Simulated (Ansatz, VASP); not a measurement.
# TiPd3 in VASP and in Ansatz

```
CELL_PARAMETERS angstrom
3.82000 0.00000 0.00000
0.00000 3.82000 0.00000
0.00000 0.00000 3.74360
ATOMIC_POSITIONS crystal
Ti 0.00000 0.00000 0.00000
Pd 0.00000 0.50000 0.50000
Pd 0.50000 0.00000 0.50000
Pd 0.50000 0.50000 0.00000
```

Change from the starting cell: zz strain of -2 %.

Alike in both runs: task single point; functional LDA; k mesh 11 × 11 × 11; occupations fermi-dirac, width 0.05 eV; no spin polarisation.

|  | VASP | Ansatz |
| --- | --- | --- |
| version | VASP 6.6.1 | Ansatz 0.2.0 |
| potentials or method | VASP PAW LDA potentials, release 64 (Ti_sv, Pd), cutoff 520 eV | all-electron LAPW, scalar-relativistic |

```csv
,VASP,Ansatz,Ansatz less VASP
pressure (GPa),7.9,7.5,-0.41
"traceless stress, the component that is largest in VASP (GPa)",2.20,2.20,+0.009
```

LDA's correlation is that of Perdew and Zunger in VASP and of Perdew and Wang (1992) in Ansatz. Ansatz ran all-electron here, and VASP with PAW potentials.
